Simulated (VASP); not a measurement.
# Zn (Fm-3m) in VASP: a series of runs, part 2 of 2

VASP 6.6.1. Earlier steps stand in the parts before.

### Step 4. Relaxation of cell and atoms, PBE, target pressure 22 GPa, at which the enthalpy is minimised

The input, INCAR:

```
SYSTEM = Zn
ALGO     = Normal         ! electronic algorithm
EDIFF    = 1E-6           ! SCF threshold, eV
EDIFFG   = -0.005         ! ionic threshold
ENCUT    = 600            ! plane-wave cutoff, eV
GGA      = PE             ! functional
IBRION   = 2              ! ionic algorithm
ISIF     = 3              ! what is computed and relaxed
ISMEAR   = -1             ! smearing method
LASPH    = .True.         ! aspherical terms in the spheres
LCHARG   = .False.        ! write CHGCAR
LREAL    = .False.        ! projectors in reciprocal space
LWAVE    = .False.        ! write WAVECAR
NELM     = 80             ! most SCF steps
NSW      = 60             ! ionic steps
PREC     = Accurate       ! precision mode
PSTRESS  = 220.0        
SIGMA    = 0.08           ! smearing width, eV
```

The input, KPOINTS:

```
k-points
0
Gamma
  18 18 18
  0 0 0
```

The input, POSCAR:

```
Zn
1.0
    0.0000000000      1.8412934151      1.8412934151
    1.8412934151      0.0000000000      1.8412934151
    1.8412934151      1.8412934151      0.0000000000
Zn
1
Direct
    0.0000000000      0.0000000000      0.0000000000
```

Potentials or basis: VASP PAW PBE potentials, release 64 (Zn).

Command:

```
cat potpaw_PBE.64/Zn/POTCAR > POTCAR
mpirun -np 1 vasp_std > vasp.out
```

OUTCAR:

```text
SYSTEM = Zn
   EDIFF = 1E-6
   EDIFFG = -0.005
   ENCUT = 600
   GGA = PE
   IBRION = 2
   ISIF = 3
   ISMEAR = -1
   LASPH = .True.
   LREAL = .False.
   NELM = 80
   NSW = 60
   PREC = Accurate
   PSTRESS = 220.0

 ion  position               nearest neighbor table
   1  0.000  0.000  0.000-

  LATTYP: Found a face centered cubic cell.
 ALAT       =     3.6825868302

  Lattice vectors:

 A1 = (   0.0000000000,   1.8412934151,   1.8412934151)
 A2 = (   1.8412934151,   0.0000000000,   1.8412934151)
 A3 = (   1.8412934151,   1.8412934151,   0.0000000000)

Analysis of symmetry for initial positions (statically):
=====================================================================
 Subroutine PRICEL returns:
 Original cell was already a primitive cell.

 Routine SETGRP: Setting up the symmetry group for a
 face centered cubic supercell.

 Subroutine GETGRP returns: Found 48 space group operations
 (whereof 48 operations were pure point group operations)
 out of a pool of 48 trial point group operations.

The static configuration has the point symmetry O_h .

Analysis of symmetry for dynamics (positions and initial velocities):
=====================================================================
 Subroutine PRICEL returns:
 Original cell was already a primitive cell.

 Routine SETGRP: Setting up the symmetry group for a
 face centered cubic supercell.

 Subroutine GETGRP returns: Found 48 space group operations
 (whereof 48 operations were pure point group operations)
 out of a pool of 48 trial point group operations.

The dynamic configuration has the point symmetry O_h .

 Subroutine INISYM returns: Found 48 space group operations
 (whereof 48 operations are pure point group operations),
 and found     1 'primitive' translations

----------------------------------------------------------------------------------------

                                     Primitive cell

  volume of cell :      12.4853

  direct lattice vectors                    reciprocal lattice vectors
     0.000000000  1.841293415  1.841293415    -0.271548247  0.271548247  0.271548247
     1.841293415  0.000000000  1.841293415     0.271548247 -0.271548247  0.271548247
     1.841293415  1.841293415  0.000000000     0.271548247  0.271548247 -0.271548247

  length of vectors
     2.603982120  2.603982120  2.603982120     0.470335361  0.470335361  0.470335361

  position of ions in fractional coordinates (direct lattice)
     0.000000000  0.000000000  0.000000000

  ion indices of the primitive-cell ions
   primitive index   ion index
                 1           1

----------------------------------------------------------------------------------------

 KPOINTS: k-points

Automatic generation of k-mesh.
 Grid dimensions read from file:
 generate k-points for:   18   18   18

 Generating k-lattice:

  Cartesian coordinates                     Fractional coordinates (reciprocal lattice)
    -0.015086014  0.015086014  0.015086014     0.055555556  0.000000000  0.000000000
     0.015086014 -0.015086014  0.015086014     0.000000000  0.055555556  0.000000000
     0.015086014  0.015086014 -0.015086014     0.000000000  0.000000000  0.055555556

  Length of vectors
     0.026129742  0.026129742  0.026129742

  Shift w.r.t. Gamma in fractional coordinates (k-lattice)
     0.000000000  0.000000000  0.000000000

 Subroutine IBZKPT returns following result:
 ===========================================

 Found    195 irreducible k-points:

 Following reciprocal coordinates:
            Coordinates               Weight
  0.000000  0.000000  0.000000      1.000000
  0.055556  0.000000  0.000000      8.000000
  0.111111  0.000000  0.000000      8.000000
  0.166667  0.000000  0.000000      8.000000
  0.222222  0.000000  0.000000      8.000000
  0.277778  0.000000  0.000000      8.000000
[... 16 lines left out ...]
 -0.277778  0.055556  0.000000     24.000000
 -0.222222  0.055556  0.000000     24.000000
 [... further k-points ...]
   k-points           NKPTS =    195   k-points in BZ     NKDIM =    195   number of bands    NBANDS=     10
   number of dos      NEDOS =    301   number of ions     NIONS =      1
   total plane-waves  NPLWV =  13824
   dimension x,y,z NGX =    24 NGY =   24 NGZ =   24
   dimension x,y,z NGXF=    48 NGYF=   48 NGZF=   48
   ions per type =               1
   NGX,Y,Z   is equivalent  to a cutoff of  15.32, 15.32, 15.32 a.u.
   NGXF,Y,Z  is equivalent  to a cutoff of  30.64, 30.64, 30.64 a.u.
 SYSTEM =  Zn
   PREC   = accura    normal or accurate (medium, high low for compatibility)
   ISTART =      0    job   : 0-new  1-cont  2-samecut
   ICHARG =      2    charge: 1-file 2-atom 10-const
   ISPIN  =      1    spin polarized calculation?
   LNONCOLLINEAR =      F non collinear calculations
   LSORBIT =      F    spin-orbit coupling
   LASPH  =      T    aspherical Exc in radial PAW
   ENCUT  =  600.0 eV  44.10 Ry    6.64 a.u.   5.20  5.20  5.20*2*pi/ulx,y,z
   NELM   =     80;   NELMIN=  2; NELMDL= -5     # of ELM steps
   EDIFF  = 0.1E-05   stopping-criterion for ELM
   LREAL  =      F    real-space projection
   EDIFFG = -.5E-02   stopping-criterion for IOM
   NSW    =     60    number of steps for IOM
   IBRION =      2    ionic relax: 0-MD 1-quasi-New 2-CG
   NFREE  =      1    steps in history (QN), initial steepest desc. (CG)
   ISIF   =      3    stress and relaxation
   ISYM   =      2    0-nonsym 1-usesym 2-fastsym
   POTIM  = 0.5000    time-step for ionic-motion
   TEBEG  =    0.0;   TEEND  =   0.0 temperature during run
   PSTRESS=  220.0 pullay stress
   NELECT =      12.0000    total number of electrons
   NUPDOWN=      -1.0000    fix difference up-down
   EMIN   =  10.00;   EMAX   =-10.00  energy-range for DOS
   EFERMI =   0.00;   METHOD = LEGACY
   ISMEAR =    -1;   SIGMA  =   0.08  broadening in eV -4-tet -1-fermi 0-gaus
   EFERMI_NEDOS =   21; number of points for ismear=-14 and -15
   IALGO  =     38    algorithm
   IMIX   =      4    mixing-type and parameters
     AMIX     =   0.40;   BMIX     =  1.00
     AMIX_MAG =   1.60;   BMIX_MAG =  1.00
  volume/ion in A,a.u.               =      12.49        84.25
  Fermi-wavevector in a.u.,A,eV,Ry     =   1.615606  3.053054 35.513713  2.610184
  Thomas-Fermi vector in A             =   2.710327
   LORBIT       =      0    0 simple, 1 ext, 2 COOP (PROOUT), +10 PAW based schemes
   GGA     = PE    functional components
   LHFCALC =     F    Hartree Fock is set to
   AEXX    =    0.0000 exact exchange contribution
   IVDW    =     0    specifies the selected vdW correction
   LEPSILON=     F    determine dielectric tensor
   LRPA    =     F    only Hartree local field effects (RPA)
 conjugate gradient relaxation of ions
 non-spin polarized calculation
  energy-cutoff  :      600.00
  volume of cell :       12.49
 maximum number of plane-waves:       444
 NGX is ok and might be reduce to    24
   NGX = 11   NGY = 11   NGZ = 11

--------------------------------------- Ionic step        1  -------------------------------------------

 number of electron      12.0000000 magnetization

 Free energy of the ion-electron system (eV)
  ---------------------------------------------------
  ext. energy  EPLUGINS =         0.00000000
  ---------------------------------------------------
  free energy    TOTEN  =        -0.92891324 eV

  energy without entropy =       -0.92395874  energy(sigma->0) =       -0.92643599

------------------------ aborting loop because EDIFF is reached ----------------------------------------

  FORCE on cell =-STRESS in cart. coord.  units (eV):
  Direction    XX          YY          ZZ          XY          YZ          ZX
  --------------------------------------------------------------------------------------
  -------------------------------------------------------------------------------------
  Total        1.7758583      1.7758583      1.7758583     -0.0000000      0.0000000      0.0000000
  in kB      227.8871752    227.8871752    227.8871752     -0.0000000      0.0000000      0.0000000
  external PRESSURE =       7.8871752 kB  Pullay stress =     220.0000000 kB
[... 61 lines left out ...]
--------------------------------------- Ionic step        3  -------------------------------------------

 number of electron      12.0000001 magnetization

 Free energy of the ion-electron system (eV)
  ---------------------------------------------------
  ext. energy  EPLUGINS =         0.00000000
  ---------------------------------------------------
  free energy    TOTEN  =        -0.93684999 eV

  energy without entropy =       -0.93185893  energy(sigma->0) =       -0.93435446

 E-fermi :   4.6369     XC(G=0): -12.6113

 val. band max:        4.5714397382   @ k =  -0.3889   0.1667   0.0556
 cond. band min:       4.6595806699   @ k =   0.4444   0.0000   0.0000
 fundamental gap:      0.0881409317
 Fermi energy:         4.6368867132

 k-point     1 :       0.0000    0.0000    0.0000
  band No.  band energies     occupation
      1      -7.4190      2.00000
      2      -3.6364      2.00000
      3      -3.6364      2.00000
      4      -3.6364      2.00000
      5      -3.0953      2.00000
      6      -3.0953      2.00000
      7      24.9321      0.00000
      8      25.6332      0.00000
      9      25.6332      0.00000
     10      25.6332      0.00000
[... 287 lines left out ...]
 k-point    24 :      -0.2222    0.0556    0.0000
  band No.  band energies     occupation
      1      -5.5419      2.00000
      2      -3.6795      2.00000
      3      -3.5039      2.00000
      4      -3.5010      2.00000
      5      -3.1118      2.00000
      6      -2.9232      2.00000
      7      13.4711      0.00000
      8      20.5049      0.00000
      9      24.7090      0.00000
     10      25.2044      0.00000

 [... further k-points ...]
[... 5 lines left out ...]
  --------------------------------------------------------------------------------------
  -------------------------------------------------------------------------------------
  Total        1.7245849      1.7245849      1.7245849      0.0000000      0.0000000     -0.0000000
  in kB      220.3054350    220.3054350    220.3054350      0.0000000      0.0000000     -0.0000000
  external PRESSURE =       0.3054350 kB  Pullay stress =     220.0000000 kB
[... 20 lines left out ...]
  energy  without entropy=       -0.9318589345  energy(sigma->0) =       -0.93435446

  enthalpy is  TOTEN    =         0.7853439142 eV   P V=        1.7221939041

 reached required accuracy - stopping structural energy minimisation
```

Run time: 48 s. Hardware: 1 thread of Intel Xeon Platinum 8488C (Sapphire Rapids), shared host; peak memory 0.16 GiB.

What came out:

```yaml
Free_energy: -0.9368 eV
Relaxed_volume: 12.54 Å³/atom
Relaxed_cell: a = 2.608 Å, b = 2.608 Å, c = 2.608 Å, α = 60.00°, β = 60.00°, γ = 60.00°
Space_group_after_relaxing_to_0.1_Å: Fm-3m (No. 225)
Energy_change_on_relaxing_the_run_minimises_the_enthalpy: -7.9 meV/atom
Ionic_steps: 3
Pressure_after_relaxing: 22.0 GPa
Band_gap_on_the_k_mesh: zero (bands 6 and 7 overlap by 2.81 eV)
```

Step by step:
```csv
step,energy change (eV),largest force (eV/Å),pressure (GPa),volume (Å³)
1,0.0000,0.0000,22.79,12.49
2,-0.0153,0.0000,21.25,12.60
3,-0.0079,0.0000,22.03,12.54
```

Final structure:
```xyz
1
Lattice="0.0000 1.8441 1.8441 1.8441 0.0000 1.8441 1.8441 1.8441 0.0000" Properties=species:S:1:pos:R:3 pbc="T T T"
Zn    0.0000    0.0000    0.0000
```

Levels at points of the mesh, in eV from the Fermi level:
| k point | band 2 | band 3 | band 4 | band 5 | band 6 | band 7 | band 8 | band 9 | band 10 |
| --- | --- | --- | --- | --- | --- | --- | --- | --- | --- |
| (0.00, 0.00, 0.00) | -8.27 | -8.27 | -8.27 | -7.73 | -7.73 | 20.30 | 21.00 | 21.00 | 21.00 |
| (0.50, 0.00, 0.00) | -8.28 | -8.28 | -7.34 | -7.34 | -3.84 | -1.08 | 17.58 | 17.58 | 18.69 |
| (0.50, 0.50, 0.00) | -9.16 | -7.35 | -7.24 | -7.24 | -1.58 | 2.43 | 9.39 | 9.39 | 13.35 |

Caveat: the cell is relaxed towards a set pressure, so the run minimises the enthalpy, not the energy.

### Step 5. Relaxation of cell and atoms, PBE, target pressure 22 GPa, at which the enthalpy is minimised

The input, INCAR:

```
PREC = Accurate ; ENCUT = 600
EDIFF = 1E-7 ; ISMEAR = -1
SIGMA = 0.08 ; LREAL = False
LASPH = True ; NELM = 100
ALGO = Normal ; ISIF = 3
LWAVE = False ; LCHARG = False
GGA = PE ; IBRION = 2
NSW = 32 ; EDIFFG = -0.005
PSTRESS = 220.0
```

The input, KPOINTS:

```
Automatic mesh
0
Gamma
  18 18 18
```

The input, POSCAR:

```
Zn
1.0
    0.0000000000      1.8420601509      1.8420601509
    1.8420601509      0.0000000000      1.8420601509
    1.8420601509      1.8420601509      0.0000000000
Zn
1
Direct
    0.0000000000      0.0000000000      0.0000000000
```

Command:

```
cat potpaw_PBE.64/Zn/POTCAR > POTCAR
mpirun -np 1 vasp_std > vasp.out
```

Run time: 50 s. Hardware: 1 thread of Intel Xeon Platinum 8488C (Sapphire Rapids), shared host; peak memory 0.16 GiB.

Results (log left out):

| Item | Value |
| --- | --- |
| Free energy | -0.9367 eV |
| Relaxed volume | 12.54 Å³/atom |
| Relaxed cell | a = 2.608 Å, b = 2.608 Å, c = 2.608 Å, α = 60.00°, β = 60.00°, γ = 60.00° |
| Space group after relaxing (to 0.1 Å) | Fm-3m (No. 225) |
| Energy change on relaxing (the run minimises the enthalpy) | -5.6 meV/atom |
| Ionic steps | 3 |
| Pressure after relaxing | 22.0 GPa |
| Band gap on the k mesh | zero (bands 6 and 7 overlap by 2.81 eV) |

Step by step:
| step | energy change (eV) | largest force (eV/Å) | pressure (GPa) | volume (Å³) |
| --- | --- | --- | --- | --- |
| 1 | 0.0000 | 0.0000 | 22.58 | 12.50 |
| 2 | -0.0113 | 0.0000 | 21.46 | 12.58 |
| 3 | -0.0056 | 0.0000 | 22.02 | 12.54 |

Final structure:
```
CELL_PARAMETERS angstrom
0.00000 1.84404 1.84404
1.84404 0.00000 1.84404
1.84404 1.84404 0.00000
ATOMIC_POSITIONS crystal
Zn 0.00000 0.00000 0.00000
```

Levels at points of the mesh, in eV from the Fermi level:
| k point | band 3 | band 4 | band 5 | band 6 | band 7 | band 8 | band 9 | band 10 |
| --- | --- | --- | --- | --- | --- | --- | --- | --- |
| (0.00, 0.00, 0.00) | -8.27 | -8.27 | -7.73 | -7.73 | 20.30 | 21.00 | 21.00 | 21.00 |
| (0.50, 0.00, 0.00) | -8.28 | -7.34 | -7.34 | -3.84 | -1.08 | 17.59 | 17.59 | 18.69 |
| (0.50, 0.50, 0.00) | -7.36 | -7.24 | -7.24 | -1.58 | 2.43 | 9.39 | 9.39 | 13.35 |

Caveat: the cell is relaxed towards a set pressure, so the run minimises the enthalpy, not the energy.

### Step 6. Summary

```tsv
task	cell	cutoff (eV)	gap on the mesh (eV)	pressure (GPa)
single point	a = 2.605 Å, angles 60.0°, 1 atom	520	none	22.6
relaxation of cell and atoms	relaxed to 22 GPa from a = 2.604 Å, angles 60.0°, 1 atom	600	none	22.0
relaxation of cell and atoms	relaxed to 22 GPa from a = 2.605 Å, angles 60.0°, 1 atom	600	none	22.0
```

Alike in all rows: level PBE; potentials or basis VASP PAW PBE potentials, release 64 (Zn); no spin polarisation; k mesh 18 × 18 × 18; smearing fermi-dirac 0.08 eV.

Caveats: the cell is relaxed towards a set pressure, so the run minimises the enthalpy, not the energy (at least some runs); the cell stands under pressure (at least some runs).

Total energies depend on the potentials used, so only differences within one code and one set of settings carry meaning.
